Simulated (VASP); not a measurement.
# ZnS (F-43m) in VASP: single point with PBE

Aim: the single point of ZnS with PBE.

Program: VASP 6.6.1. These are calculated values, not measurements. Logs are shortened: lines on timing, memory, paths and dates and some standing lists are left out, and cuts for length are marked.

### 1 The cell of the first run

It takes space group F-43m (No. 216, cubic). Conventional cell: a = 5.442 Å, b = 5.442 Å, c = 5.442 Å, α = 90.00°, β = 90.00°, γ = 90.00°. Within 3.1 Å of Zn (site symmetry -43m) lie 4 S at 2.36 Å. S (site symmetry -43m) has 4 Zn at 2.36 Å within 3.1 Å.

### 2 Single point, PBE

File INCAR:

```
PREC = Accurate ; ENCUT = 520
EDIFF = 1E-7 ; ISMEAR = 0
SIGMA = 0.01 ; LREAL = Auto
LASPH = True ; NELM = 60
ALGO = Normal ; ISIF = 2
LWAVE = False ; LCHARG = False
GGA = PE ; NBANDS = 276
```

File KPOINTS:

```
Automatic mesh
0
Gamma
  1 1 1
```

File POSCAR:

```
ZnS
1.0
   -8.1634631203     -8.1634631203      0.0000000000
   -8.1634631203      0.0000000000     -8.1634631203
    0.0000000000     -8.1634631203     -8.1634631203
Zn S
27 27
Direct
    0.6666666667      0.6666666667      0.3333333333
    0.3333333333      0.6666666667      0.3333333333
    1.0000000000      0.6666666667      0.3333333333
    0.6666666667      0.3333333333      0.3333333333
    0.3333333333      0.3333333333      0.3333333333
    1.0000000000      0.3333333333      0.3333333333
    0.6666666667      1.0000000000      0.3333333333
    0.3333333333      1.0000000000      0.3333333333
    1.0000000000      1.0000000000      0.3333333333
    0.6666666667      0.6666666667      0.0000000000
    0.3333333333      0.6666666667      0.0000000000
    1.0000000000      0.6666666667      0.0000000000
    0.6666666667      0.3333333333      0.0000000000
    0.3333333333      0.3333333333      0.0000000000
    1.0000000000      0.3333333333      0.0000000000
    0.6666666667      1.0000000000      0.0000000000
    0.3333333333      1.0000000000      0.0000000000
    1.0000000000      1.0000000000      0.0000000000
    0.6666666667      0.6666666667      0.6666666667
    0.3333333333      0.6666666667      0.6666666667
    1.0000000000      0.6666666667      0.6666666667
    0.6666666667      0.3333333333      0.6666666667
    0.3333333333      0.3333333333      0.6666666667
    1.0000000000      0.3333333333      0.6666666667
    0.6666666667      1.0000000000      0.6666666667
    0.3333333333      1.0000000000      0.6666666667
    1.0000000000      1.0000000000      0.6666666667
    0.5833333333      0.5833333333      0.5833333333
    0.2500000000      0.5833333333      0.5833333333
    0.9166666667      0.5833333333      0.5833333333
    0.5833333333      0.2500000000      0.5833333333
    0.2500000000      0.2500000000      0.5833333333
    0.9166666667      0.2500000000      0.5833333333
    0.5833333333      0.9166666667      0.5833333333
    0.2500000000      0.9166666667      0.5833333333
    0.9166666667      0.9166666667      0.5833333333
    0.5833333333      0.5833333333      0.2500000000
    0.2500000000      0.5833333333      0.2500000000
    0.9166666667      0.5833333333      0.2500000000
    0.5833333333      0.2500000000      0.2500000000
    0.2500000000      0.2500000000      0.2500000000
    0.9166666667      0.2500000000      0.2500000000
    0.5833333333      0.9166666667      0.2500000000
    0.2500000000      0.9166666667      0.2500000000
    0.9166666667      0.9166666667      0.2500000000
    0.5833333333      0.5833333333      0.9166666667
    0.2500000000      0.5833333333      0.9166666667
    0.9166666667      0.5833333333      0.9166666667
    0.5833333333      0.2500000000      0.9166666667
    0.2500000000      0.2500000000      0.9166666667
    0.9166666667      0.2500000000      0.9166666667
    0.5833333333      0.9166666667      0.9166666667
    0.2500000000      0.9166666667      0.9166666667
    0.9166666667      0.9166666667      0.9166666667
```

Potentials or basis: VASP PAW PBE potentials, release 64 (Zn, S).

Started as:

```
$ cat potpaw_PBE.64/Zn/POTCAR potpaw_PBE.64/S/POTCAR > POTCAR
$ mpirun -np 1 vasp_gam > vasp.out
```

OUTCAR:

```text
PREC = Accurate
   ENCUT = 520
   EDIFF = 1E-7
   ISMEAR = 0
   LREAL = Auto
   LASPH = True
   NELM = 60
   ISIF = 2
   GGA = PE

 ion  position               nearest neighbor table
   1  0.667  0.667  0.333-  28 2.36  39 2.36  43 2.36  37 2.36
   2  0.333  0.667  0.333-  29 2.36  37 2.36  38 2.36  44 2.36
   3  0.000  0.667  0.333-  30 2.36  38 2.36  39 2.36  45 2.36
   4  0.667  0.333  0.333-  31 2.36  37 2.36  40 2.36  42 2.36
   5  0.333  0.333  0.333-  41 2.36  38 2.36  40 2.36  32 2.36
   6  0.000  0.333  0.333-  42 2.36  39 2.36  41 2.36  33 2.36
[... 54 lines left out ...]
 A1 = (  -8.1634631203,  -8.1634631203,   0.0000000000)
 A2 = (  -8.1634631203,   0.0000000000,  -8.1634631203)
 A3 = (   0.0000000000,  -8.1634631203,  -8.1634631203)

Analysis of symmetry for initial positions (statically):
=====================================================================
 Subroutine PRICEL returns following result:

  LATTYP: Found a face centered cubic cell.
 ALAT       =     5.4423087463

  Lattice vectors:

 A1 = (  -2.7211543732,  -2.7211543732,   0.0000000000)
 A2 = (  -2.7211543732,   0.0000000000,  -2.7211543732)
 A3 = (   0.0000000000,  -2.7211543732,  -2.7211543732)

  27 primitive cells build up your supercell.

 Routine SETGRP: Setting up the symmetry group for a
 face centered cubic supercell.

 Subroutine GETGRP returns: Found 24 space group operations
 (whereof 24 operations were pure point group operations)
 out of a pool of 48 trial point group operations.

The static configuration has the point symmetry T_d .

Analysis of symmetry for dynamics (positions and initial velocities):
=====================================================================
 Subroutine PRICEL returns following result:

  LATTYP: Found a face centered cubic cell.
 ALAT       =     5.4423087463

  Lattice vectors:

 A1 = (  -2.7211543732,  -2.7211543732,   0.0000000000)
 A2 = (  -2.7211543732,   0.0000000000,  -2.7211543732)
 A3 = (   0.0000000000,  -2.7211543732,  -2.7211543732)

  27 primitive cells build up your supercell.

 Routine SETGRP: Setting up the symmetry group for a
 face centered cubic supercell.

 Subroutine GETGRP returns: Found 24 space group operations
 (whereof 24 operations were pure point group operations)
 out of a pool of 48 trial point group operations.

[... 79 lines left out ...]
   NSW    =      0    number of steps for IOM
   IBRION =     -1    ionic relax: 0-MD 1-quasi-New 2-CG
   NFREE  =      0    steps in history (QN), initial steepest desc. (CG)
   ISIF   =      2    stress and relaxation
   ISYM   =      2    0-nonsym 1-usesym 2-fastsym
   POTIM  = 0.5000    time-step for ionic-motion
   TEBEG  =    0.0;   TEEND  =   0.0 temperature during run
   PSTRESS=    0.0 pullay stress
   NELECT =     486.0000    total number of electrons
   NUPDOWN=      -1.0000    fix difference up-down
   EMIN   =  10.00;   EMAX   =-10.00  energy-range for DOS
   EFERMI =   0.00;   METHOD = LEGACY
   ISMEAR =     0;   SIGMA  =   0.01  broadening in eV -4-tet -1-fermi 0-gaus
   EFERMI_NEDOS =   21; number of points for ismear=-14 and -15
   IALGO  =     38    algorithm
   IMIX   =      4    mixing-type and parameters
     AMIX     =   0.40;   BMIX     =  1.00
     AMIX_MAG =   1.60;   BMIX_MAG =  1.00
  volume/ion in A,a.u.               =      20.15       135.97
  Fermi-wavevector in a.u.,A,eV,Ry     =   1.251418  2.364838 21.307372  1.566048
  Thomas-Fermi vector in A             =   2.385367
   LORBIT       =      0    0 simple, 1 ext, 2 COOP (PROOUT), +10 PAW based schemes
   GGA     = PE    functional components
   LHFCALC =     F    Hartree Fock is set to
   AEXX    =    0.0000 exact exchange contribution
   IVDW    =     0    specifies the selected vdW correction
   LEPSILON=     F    determine dielectric tensor
   LRPA    =     F    only Hartree local field effects (RPA)
 non-spin polarized calculation
 Gauss-broadening in eV      SIGMA  =   0.01
  energy-cutoff  :      520.00
  volume of cell :     1088.06
 maximum number of plane-waves:     14682
 NGX is ok and might be reduce to    90
   NGX = 43   NGY = 43   NGZ = 43

 number of electron     486.0000228 magnetization

 Free energy of the ion-electron system (eV)
  ---------------------------------------------------
  ext. energy  EPLUGINS =         0.00000000
  ---------------------------------------------------
  free energy    TOTEN  =      -179.30044201 eV

  energy without entropy =     -179.30044201  energy(sigma->0) =     -179.30044201

 E-fermi :   2.0638     XC(G=0):  -9.4927

 val. band max:        1.9993705284   @ k =   0.0000   0.0000   0.0000
 cond. band min:       3.9877395080   @ k =   0.0000   0.0000   0.0000
 fundamental gap:      1.9883689796
 Fermi energy:         2.0638298534

 k-point     1 :       0.0000    0.0000    0.0000
  band No.  band energies     occupation
      1     -10.9906      2.00000
      2     -10.3484      2.00000
      3     -10.3484      2.00000
      4     -10.3484      2.00000
      5     -10.3484      2.00000
      6     -10.3484      2.00000
[... 247 lines left out ...]
    254       5.9166      0.00000
    255       5.9166      0.00000
 [bands above 255 left out]

------------------------ aborting loop because EDIFF is reached ----------------------------------------

  FORCE on cell =-STRESS in cart. coord.  units (eV):
  Direction    XX          YY          ZZ          XY          YZ          ZX
  --------------------------------------------------------------------------------------
  -------------------------------------------------------------------------------------
  Total        9.3104345      9.3104345      9.3104345      0.0000000      0.0000000      0.0000000
  in kB       13.7096772     13.7096772     13.7096772      0.0000000      0.0000000      0.0000000
  external PRESSURE =      13.7096772 kB  Pullay stress =       0.0000000 kB

 VOLUME and BASIS-vectors are now :
 -----------------------------------------------------------------------------
  energy-cutoff  :      520.00
  volume of cell :     1088.06
      direct lattice vectors                 reciprocal lattice vectors
    -8.163463120 -8.163463120  0.000000000    -0.061248516 -0.061248516  0.061248516
    -8.163463120  0.000000000 -8.163463120    -0.061248516  0.061248516 -0.061248516
     0.000000000 -8.163463120 -8.163463120     0.061248516 -0.061248516 -0.061248516

 POSITION                                       TOTAL-FORCE (eV/Angst)
 -----------------------------------------------------------------------------------
    -10.88462     -8.16346     -8.16346        -0.000000     -0.000000     -0.000000
     -8.16346     -5.44231     -8.16346        -0.000000     -0.000000     -0.000000
     -5.44231     -2.72115     -8.16346        -0.000000     -0.000000     -0.000000
     -8.16346     -8.16346     -5.44231        -0.000000     -0.000000     -0.000000
     -5.44231     -5.44231     -5.44231        -0.000000     -0.000000     -0.000000
     -2.72115     -2.72115     -5.44231        -0.000000     -0.000000     -0.000000
[... 46 lines left out ...]
     -9.52404     -9.52404    -14.96635         0.000000      0.000000      0.000000
    -14.96635    -14.96635    -14.96635         0.000000      0.000000      0.000000
 -----------------------------------------------------------------------------------
    total drift:                               -0.000006     -0.000004     -0.000004

  FREE ENERGIE OF THE ION-ELECTRON SYSTEM (eV)
  ---------------------------------------------------
  free  energy   TOTEN  =      -179.3004420115 eV

  energy  without entropy=     -179.3004420115  energy(sigma->0) =     -179.30044201
```

It took 15 min on 1 thread of Intel Xeon Platinum 8259CL at 2.50GHz (Skylake/Cascade Lake), shared host; peak memory 1.3 GiB.

Results:

```
Free energy            : -179.3004 eV
Pressure               : 1.4 GPa
Band gap on the k mesh : 1.99 eV
```

Caveat: the k points lie up to 0.67 Å⁻¹ apart; an odd mesh through Γ misses points on the zone boundary, where band edges can lie.
